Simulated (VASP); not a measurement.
Runs of VASP 6.6.1 on NiO. The structure is that of space group Fm-3m (No. 225), or close to it. The cells are those of the table. 

```csv
task,cell,k mesh,cutoff (eV),smearing,gap on the mesh (eV),pressure (GPa),moment (μB)
single point,"a = 2.981 Å, angles 60.0°, 2 atoms",24 × 24 × 24,520,gaussian 0.15 eV,none,-0.6,1.76
relaxation of cell and atoms,"relaxed from a = 2.958 Å, angles 60.0°, 2 atoms",18 × 18 × 18,600,gaussian 0.1 eV,none,-0.1,1.76
vibrations by perturbation theory,"a = 2.981 Å, angles 60.0°, 2 atoms",24 × 24 × 24,520,gaussian 0.15 eV,-,-,1.76
single point,"a = 2.981 Å, angles 60.0°, 2 atoms",18 × 18 × 18,520,gaussian 0.1 eV,none,-0.4,(a)
```

Alike in all rows: level PBE; potentials or basis VASP PAW PBE potentials, release 64 (Ni, O); spin collinear, ferromagnetic start.

Q: Fill in the values left out.

A: (a) 1.77.

Caveats: a cell with one magnetic atom can't hold antiferromagnetic order, which such compounds often take; semilocal functionals often make such compounds metallic where correlation or magnetic order opens a gap, which also shifts bond lengths (at least some runs).

A gap of «none» marks levels without a gap at the run's occupations.
